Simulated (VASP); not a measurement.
A run of VASP 6.6.1 is set up as follows.

Contents of INCAR:

```
SYSTEM = Li
ALGO = Normal ; EDIFF = 1E-7
ENCUT = 520 ; GGA = PS
ISIF = 2 ; ISMEAR = -1
IVDW = 12 ; LASPH = .True.
LCHARG = .False. ; LREAL = .False.
LWAVE = .False. ; NBANDS = 8
NELM = 80 ; PREC = Accurate
SIGMA = 0.05
```

The input KPOINTS:

```
k-points
0
Gamma
  11 11 11
  0 0 0
```

POSCAR

```
Li
1.0
   -1.6651864380      1.6651864380      1.6651864380
    1.6651864380     -1.6651864380      1.6651864380
    1.6651864380      1.6651864380     -1.6651864380
Li
1
Direct
    0.0000000000      0.0000000000      0.0000000000
```

Potentials or basis: VASP PAW PBE potentials, release 64 (Li_sv).

Command:

```console
$ cat potpaw_PBE.64/Li_sv/POTCAR > POTCAR
$ mpirun -np 1 vasp_std > vasp.out
```

(1) Predict the dispersion energy per atom.

Results:

(1) -0.164 eV.
